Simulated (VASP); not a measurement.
A run of VASP 6.6.1 is set up as follows.

File INCAR:

```
ALGO = Fast ; EDIFF = 1E-6
ENCUT = 520 ; GGA = PE
ISIF = 2 ; ISMEAR = 0
LASPH = True ; LCHARG = False
LREAL = False ; LWAVE = False
NBANDS = 30 ; NELM = 100
PREC = Accurate ; SIGMA = 0.1
```

Contents of KPOINTS:

```
k-points
0
Gamma
  12 12 8
```

File POSCAR:

```
Cu3Sb2
1.0
    4.8532902340      0.0000000000      0.0000000000
   -2.4266451170      4.2030726346      0.0000000000
    0.0000000000      0.0000000000      5.3221560521
Cu Sb
3 2
Direct
    0.3333333333      0.6666666667      0.0000000000
    0.6666666667      0.3333333333      0.0000000000
    0.0000000000      0.0000000000      0.0000000000
    0.3333333333      0.6666666667      0.5000000000
    0.6666666667      0.3333333333      0.5000000000
```

Potentials or basis: VASP PAW PBE potentials, release 64 (Cu, Sb).

Command:

```console
$ cat potpaw_PBE.64/Cu/POTCAR potpaw_PBE.64/Sb/POTCAR > POTCAR
$ mpirun -np 1 vasp_std > vasp.out
```

Task: Predict the pressure.

Result: 0.2 GPa.

Stress tensor (GPa, compression positive):
```
0.30 0.00 0.00
0.00 0.30 0.00
0.00 0.00 0.11
```
